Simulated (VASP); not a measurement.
Runs of VASP 6.6.1 on SnTe (rocksalt type). The structure is that of space group Fm-3m (No. 225), or close to it. The cells are those of the table. 

```csv
cell,pressure (GPa)
"a = 3.713 Å, angles 60.0°, 2 atoms",91.8
"a = 4.439 Å, angles 60.0°, 2 atoms",2.8
"a = 4.531 Å, angles 60.0°, 2 atoms",0.0
"a = 4.206 Å, angles 60.0°, 2 atoms",(a)
```

Alike in all rows: task single point; level PBE; potentials or basis VASP PAW PBE potentials, release 64 (Sn_d, Te); no spin polarisation; k mesh 13 × 13 × 13; cutoff (eV) 520; smearing fermi-dirac 0.1 eV.

Q: Fill in the values left out.

A: (a) 14.8.
